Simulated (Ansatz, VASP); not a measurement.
**Ir: VASP beside Ansatz**

INCAR

```
SYSTEM = Ir
ALGO     = Normal         ! electronic algorithm
EDIFF    = 1E-6           ! SCF threshold, eV
ENCUT    = 520            ! plane-wave cutoff, eV
GGA      = PS             ! functional
ISIF     = 2              ! what is computed and relaxed
ISMEAR   = 1              ! smearing method
LASPH    = .True.         ! aspherical terms in the spheres
LCHARG   = .True.         ! write CHGCAR
LELF     = .True.         ! ELF
LREAL    = .False.        ! projectors in reciprocal space
LVHAR    = .True.       
LWAVE    = .False.        ! write WAVECAR
NBANDS   = 16             ! bands
NELM     = 80             ! most SCF steps
PREC     = Accurate       ! precision mode
SIGMA    = 0.2            ! smearing width, eV
```

File KPOINTS:

```
k-points
0
Gamma
  14 14 8
  0 0 0
```

POSCAR

```
Ir
1.0
    2.7513800000      0.0000000000      0.0000000000
   -1.3756900000      2.3827600000      0.0000000000
    0.0000000000      0.0000000000      4.4622900000
Ir
2
Direct
    0.6666666667      0.3333333333      0.7500000000
    0.3333333333      0.6666666667      0.2500000000
```

Input for Ansatz:

```yaml
crystal:
  lattice:
    - [2.75138, 0.0, 0.0]
    - [-1.37569, 2.38276, 0.0]
    - [0.0, 0.0, 4.46229]
  atoms:
    - { symbol: Ir, position: [0.6666666666666666, 0.3333333333333333, 0.75] }
    - { symbol: Ir, position: [0.3333333333333333, 0.6666666666666666, 0.25] }
basis:
  ecutwfc: 510.0
kpoints:
  mp_grid:
    grid: [14, 14, 8]
hamiltonian:
  xc: pbesol
  pseudopotentials:
    kind: paw
scf:
  occupations:
    method: cold
    width: 0.2
output:
  stress: true
```

Alike in both runs: task single point; functional PBEsol; k mesh 14 × 14 × 8; no spin polarisation.

```csv
,VASP,Ansatz
version,VASP 6.6.1,Ansatz 0.2.0
potentials or method,"VASP PAW PBE potentials, release 64 (Ir), cutoff 520 eV","plane waves, PAW"
occupations,"methfessel-paxton of order 1, width 0.2 eV","cold, width 0.2 eV"
valence electrons in the cell,18,34
```

```csv
,VASP,Ansatz,Ansatz less VASP
pressure (GPa),-11.8,-12.6,-0.77
"traceless stress, the component that is largest in VASP (GPa)",-0.29,-0.57,-0.273
```

VASP's potentials were made for PBE, not for PBEsol. VASP's potentials hold 18 valence electrons a cell and Ansatz's 34, so a difference there can come from the potentials and not from the codes.

Neither program's run includes spin-orbit coupling.
